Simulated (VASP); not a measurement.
Set up this calculation in VASP 6.6.1, as the native input.

```
Task                   : single point
Functional             : PBE
Potentials or basis    : VASP PAW PBE potentials, release 64 (La, Si, F)
Cutoff                 : 520 eV
k mesh                 : 3 × 3 × 4
Occupations            : gaussian, width 0.1 eV
Spin                   : no spin polarisation
Dipole correction      : no
Further INCAR settings : ALGO = Normal; EDIFF = 1e-07; NBANDS = 33
```

The structure of La3Si2F lies in POSCAR:

```
La3Si2F
1.0
    7.8775924708      0.0000000000      0.0000000000
   -3.9387962354      6.8221952003      0.0000000000
    0.0000000000      0.0000000000      3.9950100218
La Si F
3 2 1
Direct
    0.5000000000      0.0000000000      0.5000000000
    0.5000000000      0.5000000000      0.5000000000
    0.0000000000      0.5000000000      0.5000000000
    0.3333333333      0.6666666667      0.0000000000
    0.6666666667      0.3333333333      0.0000000000
    0.0000000000      0.0000000000      0.0000000000
```

The cell was built from a structure type or drawn by symmetry, and may not be a known phase.

The input as run:

INCAR

```
SYSTEM = La3Si2F
  PREC = Accurate
  ENCUT = 520
  EDIFF = 1E-7
  ISMEAR = 0
  SIGMA = 0.1
  LREAL = .False.
  LASPH = .True.
  NELM = 100
  ALGO = Normal
  ISIF = 2
  LWAVE = .False.
  LCHARG = .False.
  GGA = PE
  NBANDS = 33
```

KPOINTS

```
Automatic mesh
0
Gamma
  3 3 4
  0 0 0
```

Potentials or basis: VASP PAW PBE potentials, release 64 (La, Si, F).

The run is started by

```bash
$ cat potpaw_PBE.64/La/POTCAR potpaw_PBE.64/Si/POTCAR potpaw_PBE.64/F/POTCAR > POTCAR
$ mpirun -np 1 vasp_std > vasp.out
```

Results of the run:

```
Pressure               : 0.0 GPa
Band gap on the k mesh : zero (bands 24 and 25 overlap by 0.02 eV)
```

Caveat: the k points lie up to 0.39 Å⁻¹ apart; spin-orbit coupling is left out, which moves the levels of the heavy elements.

Wall time 2.5 min on 1 thread of Intel(R) Xeon(R) Platinum 8124M CPU @ 3.00GHz (Skylake/Cascade Lake), on a shared host, peak memory 0.36 GiB.
